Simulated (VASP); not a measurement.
Set up this calculation in VASP 6.6.1, as the native input.

| Quantity | Value |
| --- | --- |
| Task | single point |
| Functional | PBE |
| Potentials or basis | VASP PAW PBE potentials, release 64 (Cu, Ni, Be) |
| Cutoff | 520 eV |
| k mesh | 1 × 1 × 1, shifted |
| Occupations | fermi-dirac, width 0.05 eV |
| Spin | no spin polarisation |
| Dipole correction | no |
| Further INCAR settings | LREAL = Auto; ALGO = Normal; EDIFF = 1e-06; NBANDS = 92; ISYM = 0 |

The structure of Be2Cu11Ni3 lies in POSCAR:

```
Be2Cu11Ni3
1.0
    5.6151810000     -0.1125830000     -0.0418010000
   -0.1125830000      5.6341360000     -0.0260090000
   -0.0418010000     -0.0260090000      5.8223430000
Cu Ni Be
11 3 2
Direct
    0.8246121939      0.0485950822      0.7554303351
    0.0879264850      0.8043192870      0.9812073860
    0.3621466241      0.0369725479      0.2479453220
    0.6123995616      0.3211090756     -0.0070582169
    0.3720991709      0.0284926798      0.7237722311
    0.9006033428      0.5103155698      0.2358297885
    0.6042751355      0.7936429849      1.0102043396
    0.6045298781      0.3240037296      0.4968391533
    0.6328019871      0.7638295584      0.4870570488
    0.3396744957      0.5436949938      0.2412612408
    0.1008510117      0.2974493396      0.5191250383
    0.3169995798      0.5434150095      0.7665540454
    0.8648914316      0.0779750185      0.2262211929
    0.0919960130      0.7962610083      0.5038111767
    0.9007111150      0.5427070664      0.7421915702
    0.1247440158      0.2499784887      0.9812659809
```

One way to write it, as run:

INCAR

```
SYSTEM = Be2Cu11Ni3
ALGO = Normal ; EDIFF = 1E-6
ENCUT = 520 ; GGA = PE
ISIF = 2 ; ISMEAR = -1
ISYM = 0 ; LASPH = .TRUE.
LCHARG = .TRUE. ; LELF = .TRUE.
LREAL = Auto ; LVHAR = .TRUE.
LWAVE = .FALSE. ; NBANDS = 92
NELM = 60 ; PREC = Accurate
SIGMA = 0.05
```

KPOINTS

```
Automatic mesh
0
Gamma
  1 1 1
  0.25 0.25 0.25
```

Potentials or basis: VASP PAW PBE potentials, release 64 (Cu, Ni, Be).

Launch:

```console
$ cat potpaw_PBE.64/Cu/POTCAR potpaw_PBE.64/Ni/POTCAR potpaw_PBE.64/Be/POTCAR > POTCAR
$ mpirun -np 1 vasp_std > vasp.out
```

Results of the run:

| Quantity | Value |
| --- | --- |
| Pressure | -0.6 GPa |
| Largest force | 0.886 eV/Å |

Caveat: the k points lie up to 1.12 Å⁻¹ apart.

Wall time 72 s on 1 thread of Intel(R) Xeon(R) Platinum 8259CL CPU @ 2.50GHz (Skylake/Cascade Lake), on a shared host, peak memory 0.28 GiB.
